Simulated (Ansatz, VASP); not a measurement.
Two plane-wave programs on WS2

```xyz
3
Lattice="3.1530 0.0000 0.0000 -1.5765 2.7306 0.0000 0.0000 0.0000 21.1400" Properties=species:S:1:pos:R:3 pbc="T T T"
S     1.5765    0.9102    9.0000
S     1.5765    0.9102   12.1400
W     0.0000    1.8204   10.5700
```

Alike in both runs: task relaxation of the atoms; functional PBE; k mesh 12 × 12 × 1; occupations gaussian, width 0.02 eV; no spin polarisation.

```csv
,VASP,Ansatz
version,VASP 6.6.1,Ansatz 0.2.0
potentials or method,"VASP PAW PBE potentials, release 64 (S, W_sv)","scalar-relativistic, plane waves, PAW"
plane-wave cutoff (eV),520,420
valence electrons in the cell,26,26
```

```csv
,VASP,Ansatz,Ansatz less VASP
"gap on the k mesh at the Fermi level, each at its own relaxed structure (eV)",1.96,1.96,+0.001
```

Ansatz's warnings: slab cell height set.

Spin-orbit coupling is off throughout.
